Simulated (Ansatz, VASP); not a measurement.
**One calculation of K, two programs**

File INCAR:

```
PREC = Accurate
ENCUT = 520
EDIFF = 1E-6
ISMEAR = -1
SIGMA = 0.1
LREAL = F
LASPH = T
NELM = 80
ALGO = Normal
ISIF = 2
LWAVE = F
LCHARG = F
GGA = PE
NBANDS = 10
```

File KPOINTS:

```
Automatic mesh
0
Gamma
  9 9 9
```

The input POSCAR:

```
K
1.0
    0.0000000000      3.3341509471      3.3341509471
    3.3341509471      0.0000000000      3.3341509471
    3.3341509471      3.3341509471      0.0000000000
K
1
Direct
    0.0000000000      0.0000000000      0.0000000000
```

Input for Ansatz:

```yaml
crystal:
  lattice:
    - [0.0, 3.3341509471, 3.3341509471]
    - [3.3341509471, 0.0, 3.3341509471]
    - [3.3341509471, 3.3341509471, 0.0]
  atoms:
    - { symbol: K, position: [0.0, 0.0, 0.0] }
hamiltonian:
  xc: pbe
  pseudopotentials:
    kind: paw
    azcp:
      K: "pseudopotentials/K.paw.azcp"
basis:
  ecutwfc: 420
  fft_grid_basis: typed
kpoints:
  mp_grid: { grid: [9, 9, 9], shift: [0, 0, 0] }
magnetization:
  spin_polarized: false
scf:
  occupations: { method: fermi_dirac, width: 0.1 }
  lower_state_search: "off"
output:
  stress: true
  write_density: true
  write_potential: true
  elf: true
  volumetric_format: npy
```

Alike in both runs: task single point; functional PBE; k mesh 9 × 9 × 9; occupations fermi-dirac, width 0.1 eV; no spin polarisation.

|  | VASP | Ansatz |
| --- | --- | --- |
| version | VASP 6.6.1 | Ansatz 0.2.0 |
| potentials or method | VASP PAW PBE potentials, release 64 (K_sv), cutoff 520 eV | plane waves (420 eV) with PAW, scalar-relativistic |
| valence electrons in the cell | 9 | 9 |

```tsv
	VASP	Ansatz	Ansatz less VASP
pressure (GPa)	0.0	0.0	+0.01
```
